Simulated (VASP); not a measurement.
Cr, 1 atom in the cell. It takes space group Im-3m (No. 229, cubic). Conventional cell: a = 2.940 Å, b = 2.940 Å, c = 2.940 Å, α = 90.00°, β = 90.00°, γ = 90.00°. Cr (site symmetry m-3m) has 14 Cr at 2.55 to 2.94 Å within 3.4 Å.  This cell differs from its parent crystal: W replaced by Cr, lengths x 0.915, strained.

- Program: VASP 6.6.1
- Task: single point
- Functional: PBE
- Potentials or basis: VASP PAW PBE potentials, release 64 (Cr_pv)
- Cutoff: 520 eV
- k mesh: 8 × 8 × 8
- Occupations: gaussian, width 0.1 eV
- Spin: collinear spin, ferromagnetic start
- Starting moments: [3.0] μB
- Dipole correction: no
- Further INCAR settings: ALGO = Normal; EDIFF = 1e-07; NBANDS = 16

Potentials or basis: VASP PAW PBE potentials, release 64 (Cr_pv).

Run with:

```console
$ cat potpaw_PBE.64/Cr_pv/POTCAR > POTCAR
$ mpirun -np 1 vasp_std > vasp.out
```

Hardware: 1 thread of Intel(R) Xeon(R) 6975P-C (Granite Rapids) (shared host).

Problem. How long does it take, and how much memory?

Solution. Run time: 7.9 s on 1 thread of Intel(R) Xeon(R) 6975P-C (Granite Rapids) (shared host), peak memory 0.13 GiB. Counts: scf iterations 14, k points 29.
